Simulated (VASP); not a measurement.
A run of VASP 6.6.1:

File INCAR:

```
SYSTEM = PtSe2
PREC = Accurate ; ENCUT = 520
EDIFF = 1E-7 ; ISMEAR = -1
SIGMA = 0.005 ; LREAL = .FALSE.
LASPH = .TRUE. ; NELM = 150
ALGO = Normal ; ISIF = 2
LWAVE = .FALSE. ; LCHARG = .FALSE.
MAGMOM = 0 0 0 0 0 0 0 0 0 ; LORBIT = 11
LSORBIT = .TRUE. ; GGA_COMPAT = .FALSE.
LORBMOM = .TRUE. ; LMAXMIX = 4
GGA = PE ; ISYM = -1
NBANDS = 35
```

Contents of KPOINTS:

```
regular mesh
0
G
  8 8 4
  0 0 0
```

POSCAR

```
PtSe2
1.0
    3.7492352056      0.0000000000      0.0000000000
   -1.8746176028      3.2469329328      0.0000000000
    0.0000000000      0.0000000000      6.5290296326
Pt Se
1 2
Direct
    0.0000000000      0.0000000000      0.0000000000
    0.3333333333      0.6666666667      0.2006362891
    0.6666666667      0.3333333333      0.7993637109
```

Potentials or basis: VASP PAW PBE potentials, release 64 (Pt, Se).

The run is started by

```sh
$ cat potpaw_PBE.64/Pt/POTCAR potpaw_PBE.64/Se/POTCAR > POTCAR
$ mpirun -np 1 vasp_ncl > vasp.out
```

Hardware: 1 thread of Oxide Virtual Turin-like Processor (shared host).

Q: Estimate the wall time of this run.

A: Wall time 23 min on 1 thread of Oxide Virtual Turin-like Processor, on a shared host, peak memory 1 GiB. Counts: scf iterations 16, k points 256.
